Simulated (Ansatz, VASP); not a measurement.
**BP: VASP beside Ansatz**

```
B P
1.0
     0.00000    2.22362    2.26900
     2.26900    0.00000    2.26900
     2.26900    2.22362    0.00000
B P
1 1
Direct
  0.00000 0.00000 0.00000
  0.75000 0.75000 0.75000
```

Change from the starting cell: strain -0.0200 x Voigt [0, 1, 0, 0, 0, 0], atoms carried along.

Alike in both runs: task single point; functional r2SCAN; k mesh 10 × 10 × 10; occupations gaussian, width 0.05 eV; no spin polarisation.

```csv
,VASP,Ansatz
version,VASP 6.6.1,Ansatz 0.2.0
potentials or method,"VASP PAW PBE potentials, release 64 (B, P), cutoff 520 eV","scalar-relativistic, plane waves, PAW"
valence electrons in the cell,8,8
```

|  | VASP | Ansatz | Ansatz less VASP |
| --- | --- | --- | --- |
| gap on the k mesh at the Fermi level (eV) | 1.10 | 1.07 | -0.029 |
| least direct gap on the mesh (eV) | 3.45 | 3.41 | -0.040 |
| pressure (GPa) | 2.8 | 3.4 | +0.53 |
| traceless stress, the component that is largest in VASP (GPa) | 3.85 | 3.84 | -0.018 |

VASP's potentials were made for PBE, not for r2SCAN. With one functional, cell and mesh, what is left measures potentials, basis and numerics.
